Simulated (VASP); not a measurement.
Wanted: the native input for a VASP 6.6.1 run.

```
Task                   : single point
Functional             : PBEsol
Potentials or basis    : VASP PAW PBE potentials, release 64 (Mg, O)
Cutoff                 : 520 eV
k mesh                 : 10 × 10 × 10
Occupations            : gaussian, width 0.05 eV
Spin                   : no spin polarisation
Dipole correction      : no
Further INCAR settings : ALGO = Normal; EDIFF = 1e-06; NBANDS = 11
```

The structure of MgO lies in POSCAR:

```
MgO
1.0
    0.0000000000      2.1075959641      2.1075959641
    2.1075959641      0.0000000000      2.1075959641
    2.1075959641      2.1075959641      0.0000000000
Mg O
1 1
Direct
   -0.0063090101      0.0063090101      0.0441630709
    0.5095843797      0.4904156203      0.4329093420
```

This cell differs from its parent crystal: mode 4 frozen in at -0.162 Å and mode 5 at -0.121 Å (largest displacements).

The input as run:

INCAR

```
SYSTEM = MgO
PREC     = Accurate       ! precision mode
ENCUT    = 520            ! plane-wave cutoff, eV
EDIFF    = 1E-6           ! SCF threshold, eV
ISMEAR   = 0              ! smearing method
SIGMA    = 0.05           ! smearing width, eV
LREAL    = .FALSE.        ! projectors in reciprocal space
LASPH    = .TRUE.         ! aspherical terms in the spheres
NELM     = 80             ! most SCF steps
ALGO     = Normal         ! electronic algorithm
ISIF     = 2              ! what is computed and relaxed
LWAVE    = .FALSE.        ! write WAVECAR
LCHARG   = .TRUE.         ! write CHGCAR
GGA      = PS             ! functional
LELF     = .TRUE.         ! ELF
LVHAR    = .TRUE.       
NBANDS   = 11             ! bands
```

KPOINTS

```
regular mesh
0
G
  10 10 10
  0 0 0
```

Potentials or basis: VASP PAW PBE potentials, release 64 (Mg, O).

Command:

```sh
$ cat potpaw_PBE.64/Mg/POTCAR potpaw_PBE.64/O/POTCAR > POTCAR
$ mpirun -np 1 vasp_std > vasp.out
```

It gave:

```
Pressure               : 10.5 GPa
Largest force          : 2.213 eV/Å
Band gap on the k mesh : 4.57 eV, direct
```

Caveat: the cell differs from its parent crystal (mode 4 frozen in at -0.162 Å and mode 5 at -0.121 Å (largest displacements)); the PAW data sets were made with another functional, which shifts forces and pressure a little.

Wall time 30 s on 1 thread of Intel(R) Xeon(R) Platinum 8559C (Emerald Rapids), with other jobs on the host, peak memory 0.18 GiB.
